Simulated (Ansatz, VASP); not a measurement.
# One calculation of MgS, two programs

```
Mg S
1.0
    -0.06451    2.82299    2.82299
     2.82299   -0.06451    2.82299
     2.82299    2.82299   -0.06451
Mg S
1 1
Direct
  0.99797 0.99797 0.99797
  0.25203 0.25203 0.25203
```

Change from the starting cell: epitaxial_111 strain +2.0%.

Alike in both runs: task single point; functional HSE06; k mesh 6 × 6 × 6; no spin polarisation.

```csv
,VASP,Ansatz
version,VASP 6.6.1,Ansatz 0.2.0
potentials or method,"VASP PAW PBE potentials, release 64 (Mg, S)","plane waves, PAW"
plane-wave cutoff (eV),520,420
occupations,"gaussian, width 0.01 eV",fixed
valence electrons in the cell,8,16
```

```csv
,VASP,Ansatz,Ansatz less VASP
gap on the k mesh at the Fermi level (eV),4.24,4.25,+0.018
pressure (GPa),-1.6,-1.4,+0.17
"traceless stress, the component that is largest in VASP (GPa)",0.71,0.71,-0.002
```

VASP's potentials hold 8 valence electrons a cell and Ansatz's 16, so a difference there can come from the potentials and not from the codes. Ansatz's warnings: stress exchange threshold loose, stress scf threshold loose.
